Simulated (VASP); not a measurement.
SnO2: single point with PBE

SnO2:

```xyz
3
Lattice="0.0000 2.5717 2.5717 2.5717 0.0000 2.5717 2.5717 2.5717 0.0000" Properties=species:S:1:pos:R:3 pbc="T T T"
Sn    0.0000    0.0000    0.0000
O     1.2858    1.2858    1.2858
O     3.8575    3.8575    3.8575
```

```yaml
Program: VASP 6.6.1
Task: single point
Functional: PBE
Potentials_or_basis: VASP PAW PBE potentials, release 64 (Sn_d, O)
Cutoff: 520 eV
k_mesh: 16 × 16 × 16
Occupations: gaussian, width 0.15 eV
Spin: no spin polarisation
Dipole_correction: no
Further_INCAR_settings: ALGO = Normal; EDIFF = 1e-07; NBANDS = 20
```

```json
{
 "Pressure": "0.5 GPa",
 "Band gap on the k mesh": "zero (band 13 reaches 7.39 eV, above the bottom of band 14 at 7.23 eV)"
}
```

Levels at points of the mesh, in eV from the Fermi level:
| k point | band 9 | band 10 | band 11 | band 12 | band 13 | band 14 | band 15 | band 16 | band 17 | band 18 |
| --- | --- | --- | --- | --- | --- | --- | --- | --- | --- | --- |
| (0.00, 0.00, 0.00) | -3.00 | -3.00 | -1.52 | -1.52 | -1.52 | -0.37 | 6.78 | 6.78 | 6.78 | 13.02 |
| (0.50, 0.00, 0.00) | -3.93 | -3.44 | -3.44 | -2.23 | -2.23 | 4.30 | 7.64 | 9.85 | 9.85 | 14.93 |
| (0.50, 0.50, 0.00) | -5.47 | -5.47 | -0.39 | -0.39 | -0.30 | 2.87 | 6.67 | 9.56 | 11.59 | 11.59 |

It took 58 s on 1 thread of AMD EPYC 9R45 96-Core Processor (Zen 5), on a shared host, peak memory 0.19 GiB.

Caveat: spin-orbit coupling is left out, which moves the levels of the heavy elements.
